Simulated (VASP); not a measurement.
Set up this calculation in VASP 6.6.1, as the native input.

| Property | Result |
| --- | --- |
| Task | single point |
| Functional | PBEsol |
| Potentials or basis | VASP PAW PBE potentials, release 64 (Hf_pv, N) |
| Cutoff | 520 eV |
| k mesh | 12 × 12 × 12 |
| Occupations | gaussian, width 0.05 eV |
| Spin | no spin polarisation |
| Dipole correction | no |
| Further INCAR settings | ALGO = Normal; EDIFF = 1e-06; NBANDS = 14 |

The structure of HfN lies in POSCAR:

```
HfN
1.0
    2.7717066961      0.0000000000      0.0000000000
    0.0000000000      2.7717066961      0.0000000000
    0.0000000000      0.0000000000      2.7717066961
Hf N
1 1
Direct
    0.0000000000      0.0000000000      0.0000000000
    0.5000000000      0.5000000000      0.5000000000
```

This cell differs from its parent crystal: volume scaled by 0.980.

The input as run:

INCAR

```
SYSTEM = HfN
PREC = Accurate
ENCUT = 520
EDIFF = 1E-6
ISMEAR = 0
SIGMA = 0.05
LREAL = .False.
LASPH = .True.
NELM = 100
ALGO = Normal
ISIF = 2
LWAVE = .False.
LCHARG = .False.
GGA = PS
NBANDS = 14
```

KPOINTS

```
Automatic mesh
0
Gamma
  12 12 12
  0 0 0
```

Potentials or basis: VASP PAW PBE potentials, release 64 (Hf_pv, N).

The run is started by

```console
$ cat potpaw_PBE.64/Hf_pv/POTCAR potpaw_PBE.64/N/POTCAR > POTCAR
$ mpirun -np 1 vasp_std > vasp.out
```

It gave:

```
Pressure : 2.8 GPa
```

Caveat: the PAW data sets were made with another functional, which shifts forces and pressure a little.

It took 21 s on 1 thread of Intel Xeon 8259CL, with other jobs on the host, peak memory 0.16 GiB.
